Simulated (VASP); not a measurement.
# Al (Pm-3m) in VASP: single point with PBEsol

Aim: the single point of Al with PBEsol.

Program: VASP 6.6.1. These are calculated values, not measurements. Logs are shortened: lines on timing, memory, paths and dates and some standing lists are left out, and cuts for length are marked.

## Step 1: The cell of the first run

Symmetry: Pm-3m, No. 221, cubic system. The conventional cell has a = 3.018 Å, b = 3.018 Å, c = 3.018 Å, α = 90.00°, β = 90.00°, γ = 90.00°. Within 4.0 Å of Al (site symmetry m-3m) lie 6 Al at 3.02 Å.

## Step 2: Single point, PBEsol

INCAR

```
ALGO = Normal ; EDIFF = 1E-6
ENCUT = 520 ; GGA = PS
ISIF = 2 ; ISMEAR = -1
LASPH = True ; LCHARG = False
LREAL = False ; LWAVE = False
NBANDS = 8 ; NELM = 60
PREC = Accurate ; SIGMA = 0.1
```

KPOINTS

```
k-points
0
Gamma
  10 10 10
```

POSCAR

```
Al
1.0
    3.0180000000      0.0000000000      0.0000000000
    0.0000000000      3.0180000000      0.0000000000
    0.0000000000      0.0000000000      3.0180000000
Al
1
Direct
    0.0000000000      0.0000000000      0.0000000000
```

Potentials or basis: VASP PAW PBE potentials, release 64 (Al).

On the command line:

```console
$ cat potpaw_PBE.64/Al/POTCAR > POTCAR
$ mpirun -np 1 vasp_std > vasp.out
```

OUTCAR:

```text
EDIFF = 1E-6
   ENCUT = 520
   GGA = PS
   ISIF = 2
   ISMEAR = -1
   LASPH = True
   LREAL = False
   NELM = 60
   PREC = Accurate

 ion  position               nearest neighbor table
   1  0.000  0.000  0.000-

  LATTYP: Found a simple cubic cell.
 ALAT       =     3.0180000000

  Lattice vectors:

 A1 = (   3.0180000000,   0.0000000000,   0.0000000000)
 A2 = (   0.0000000000,   3.0180000000,   0.0000000000)
 A3 = (   0.0000000000,   0.0000000000,   3.0180000000)

Analysis of symmetry for initial positions (statically):
=====================================================================
 Subroutine PRICEL returns:
 Original cell was already a primitive cell.

 Routine SETGRP: Setting up the symmetry group for a
 simple cubic supercell.

 Subroutine GETGRP returns: Found 48 space group operations
 (whereof 48 operations were pure point group operations)
 out of a pool of 48 trial point group operations.

The static configuration has the point symmetry O_h .

Analysis of symmetry for dynamics (positions and initial velocities):
=====================================================================
 Subroutine PRICEL returns:
 Original cell was already a primitive cell.

 Routine SETGRP: Setting up the symmetry group for a
 simple cubic supercell.

 Subroutine GETGRP returns: Found 48 space group operations
 (whereof 48 operations were pure point group operations)
 out of a pool of 48 trial point group operations.

The dynamic configuration has the point symmetry O_h .

 Subroutine INISYM returns: Found 48 space group operations
 (whereof 48 operations are pure point group operations),
 and found     1 'primitive' translations

----------------------------------------------------------------------------------------

                                     Primitive cell

  volume of cell :      27.4889

  direct lattice vectors                    reciprocal lattice vectors
     3.018000000  0.000000000  0.000000000     0.331345262  0.000000000  0.000000000
     0.000000000  3.018000000  0.000000000     0.000000000  0.331345262  0.000000000
     0.000000000  0.000000000  3.018000000     0.000000000  0.000000000  0.331345262

  length of vectors
     3.018000000  3.018000000  3.018000000     0.331345262  0.331345262  0.331345262

  position of ions in fractional coordinates (direct lattice)
     0.000000000  0.000000000  0.000000000

  ion indices of the primitive-cell ions
   primitive index   ion index
                 1           1

----------------------------------------------------------------------------------------

 KPOINTS: k-points

Automatic generation of k-mesh.
 Grid dimensions read from file:
 generate k-points for:   10   10   10

 Generating k-lattice:

  Cartesian coordinates                     Fractional coordinates (reciprocal lattice)
     0.033134526  0.000000000  0.000000000     0.100000000  0.000000000  0.000000000
     0.000000000  0.033134526  0.000000000     0.000000000  0.100000000  0.000000000
     0.000000000  0.000000000  0.033134526     0.000000000  0.000000000  0.100000000

  Length of vectors
     0.033134526  0.033134526  0.033134526

  Shift w.r.t. Gamma in fractional coordinates (k-lattice)
     0.000000000  0.000000000  0.000000000

 Subroutine IBZKPT returns following result:
 ===========================================

 Found     56 irreducible k-points:

 Following reciprocal coordinates:
            Coordinates               Weight
  0.000000  0.000000  0.000000      1.000000
  0.100000  0.000000  0.000000      6.000000
  0.200000  0.000000  0.000000      6.000000
  0.300000  0.000000  0.000000      6.000000
  0.400000  0.000000  0.000000      6.000000
  0.500000  0.000000  0.000000      3.000000
[... 16 lines left out ...]
  0.200000  0.100000  0.100000     24.000000
  0.300000  0.100000  0.100000     24.000000
 [... further k-points ...]
   k-points           NKPTS =     56   k-points in BZ     NKDIM =     56   number of bands    NBANDS=      8
   number of dos      NEDOS =    301   number of ions     NIONS =      1
   total plane-waves  NPLWV =  13824
   dimension x,y,z NGX =    24 NGY =   24 NGZ =   24
   dimension x,y,z NGXF=    48 NGYF=   48 NGZF=   48
   ions per type =               1
   NGX,Y,Z   is equivalent  to a cutoff of  13.22, 13.22, 13.22 a.u.
   NGXF,Y,Z  is equivalent  to a cutoff of  26.44, 26.44, 26.44 a.u.
 SYSTEM =  unknown system
   PREC   = accura    normal or accurate (medium, high low for compatibility)
   ISTART =      0    job   : 0-new  1-cont  2-samecut
   ICHARG =      2    charge: 1-file 2-atom 10-const
   ISPIN  =      1    spin polarized calculation?
   LNONCOLLINEAR =      F non collinear calculations
   LSORBIT =      F    spin-orbit coupling
   LASPH  =      T    aspherical Exc in radial PAW
   ENCUT  =  520.0 eV  38.22 Ry    6.18 a.u.   5.61  5.61  5.61*2*pi/ulx,y,z
   NELM   =     60;   NELMIN=  2; NELMDL= -5     # of ELM steps
   EDIFF  = 0.1E-05   stopping-criterion for ELM
   LREAL  =      F    real-space projection
   EDIFFG = 0.1E-04   stopping-criterion for IOM
   NSW    =      0    number of steps for IOM
   IBRION =     -1    ionic relax: 0-MD 1-quasi-New 2-CG
   NFREE  =      0    steps in history (QN), initial steepest desc. (CG)
   ISIF   =      2    stress and relaxation
   ISYM   =      2    0-nonsym 1-usesym 2-fastsym
   POTIM  = 0.5000    time-step for ionic-motion
   TEBEG  =    0.0;   TEEND  =   0.0 temperature during run
   PSTRESS=    0.0 pullay stress
   NELECT =       3.0000    total number of electrons
   NUPDOWN=      -1.0000    fix difference up-down
   EMIN   =  10.00;   EMAX   =-10.00  energy-range for DOS
   EFERMI =   0.00;   METHOD = LEGACY
   ISMEAR =    -1;   SIGMA  =   0.10  broadening in eV -4-tet -1-fermi 0-gaus
   EFERMI_NEDOS =   21; number of points for ismear=-14 and -15
   IALGO  =     38    algorithm
   IMIX   =      4    mixing-type and parameters
     AMIX     =   0.40;   BMIX     =  1.00
     AMIX_MAG =   1.60;   BMIX_MAG =  1.00
  volume/ion in A,a.u.               =      27.49       185.50
  Fermi-wavevector in a.u.,A,eV,Ry     =   0.782341  1.478410  8.327544  0.612057
  Thomas-Fermi vector in A             =   1.886044
   LORBIT       =      0    0 simple, 1 ext, 2 COOP (PROOUT), +10 PAW based schemes
   GGA     = PS    functional components
   LHFCALC =     F    Hartree Fock is set to
   AEXX    =    0.0000 exact exchange contribution
   IVDW    =     0    specifies the selected vdW correction
   LEPSILON=     F    determine dielectric tensor
   LRPA    =     F    only Hartree local field effects (RPA)
 non-spin polarized calculation
  energy-cutoff  :      520.00
  volume of cell :       27.49
 maximum number of plane-waves:       756
 NGX is ok and might be reduce to    24
   NGX = 11   NGY = 11   NGZ = 11

 number of electron       3.0000000 magnetization

 Free energy of the ion-electron system (eV)
  ---------------------------------------------------
  ext. energy  EPLUGINS =         0.00000000
  ---------------------------------------------------
  free energy    TOTEN  =        -3.38285328 eV

  energy without entropy =       -3.36112965  energy(sigma->0) =       -3.37199147

 E-fermi :   3.2832     XC(G=0):  -8.4552

 val. band max:        3.2104823120   @ k =   0.3000   0.0000   0.0000
 cond. band min:       3.3222614518   @ k =   0.4000   0.4000   0.1000
 fundamental gap:      0.1117791398
 Fermi energy:         3.2831812692

 k-point     1 :       0.0000    0.0000    0.0000
  band No.  band energies     occupation
      1      -4.6963      2.00000
      2      10.3003      0.00000
      3      10.3003      0.00000
      4      10.3003      0.00000
      5      10.5176      0.00000
      6      10.5176      0.00000
      7      15.0983      0.00000
      8      23.1763      0.00000

 k-point     2 :       0.1000    0.0000    0.0000
  band No.  band energies     occupation
      1      -4.5388      2.00000
      2       7.8792      0.00000
      3      10.4336      0.00000
      4      10.4336      0.00000
      5      10.6497      0.00000
      6      12.5476      0.00000
      7      15.8564      0.00000
      8      21.9356      0.00000

 k-point     3 :       0.2000    0.0000    0.0000
  band No.  band energies     occupation
      1      -4.0694      2.00000
      2       5.4312      0.00000
      3      10.8279      0.00000
      4      10.8279      0.00000
      5      11.0323      0.00000
      6      13.8212      0.00000
      7      18.0294      0.00000
      8      19.8493      0.00000

 k-point     4 :       0.3000    0.0000    0.0000
  band No.  band energies     occupation
      1      -3.3019      2.00000
      2       3.2105      1.34829
      3      11.4584      0.00000
      4      11.4584      0.00000
      5      11.6105      0.00000
      6      14.8291      0.00000
      7      17.8735      0.00000
      8      17.8735      0.00000

 k-point     5 :       0.4000    0.0000    0.0000
  band No.  band energies     occupation
      1      -2.2911      2.00000
      2       1.3168      2.00000
      3      12.2275      0.00000
      4      12.2275      0.00000
      5      12.2287      0.00000
      6      15.9257      0.00000
      7      16.2711      0.00000
      8      16.2711      0.00000
[... 177 lines left out ...]
 k-point    22 :       0.1000    0.1000    0.1000
  band No.  band energies     occupation
      1      -4.2239      2.00000
      2       7.8417      0.00000
      3       7.8417      0.00000
      4       9.2531      0.00000
      5      13.8055      0.00000
      6      13.8055      0.00000
      7      16.6812      0.00000
      8      20.4203      0.00000

 k-point    23 :       0.2000    0.1000    0.1000
  band No.  band energies     occupation
      1      -3.7550      2.00000
      2       5.6766      0.00000
      3       8.2411      0.00000
      4       9.4126      0.00000
      5      14.1699      0.00000
      6      15.4950      0.00000
      7      17.7185      0.00000
      8      18.1258      0.00000

 k-point    24 :       0.3000    0.1000    0.1000
  band No.  band energies     occupation
      1      -2.9880      2.00000
      2       3.4934      0.21775
      3       8.8680      0.00000
      4      10.0845      0.00000
      5      14.6889      0.00000
      6      15.5891      0.00000
      7      16.1031      0.00000
      8      17.4815      0.00000

 [... further k-points ...]
[... 5 lines left out ...]
  --------------------------------------------------------------------------------------
  -------------------------------------------------------------------------------------
  Total       -1.6549691     -1.6549691     -1.6549691      0.0000000      0.0000000     -0.0000000
  in kB      -96.4590052    -96.4590052    -96.4590052      0.0000000      0.0000000     -0.0000000
  external PRESSURE =     -96.4590052 kB  Pullay stress =       0.0000000 kB

 VOLUME and BASIS-vectors are now :
 -----------------------------------------------------------------------------
  energy-cutoff  :      520.00
  volume of cell :       27.49
      direct lattice vectors                 reciprocal lattice vectors
     3.018000000  0.000000000  0.000000000     0.331345262  0.000000000  0.000000000
     0.000000000  3.018000000  0.000000000     0.000000000  0.331345262  0.000000000
     0.000000000  0.000000000  3.018000000     0.000000000  0.000000000  0.331345262

 POSITION                                       TOTAL-FORCE (eV/Angst)
 -----------------------------------------------------------------------------------
      0.00000      0.00000      0.00000         0.000000      0.000000      0.000000
 -----------------------------------------------------------------------------------
    total drift:                               -0.000000     -0.000000      0.000000

  FREE ENERGIE OF THE ION-ELECTRON SYSTEM (eV)
  ---------------------------------------------------
  free  energy   TOTEN  =        -3.3828532827 eV

  energy  without entropy=       -3.3611296515  energy(sigma->0) =       -3.37199147
```

Run time: 7.6 s. Hardware: 1 thread of Intel Xeon 8259CL, shared host; peak memory 0.13 GiB.

What came out:

* Free energy: -3.3829 eV
* Pressure: -9.6 GPa

Caveat: the PAW data sets were made with another functional, which shifts forces and pressure a little.
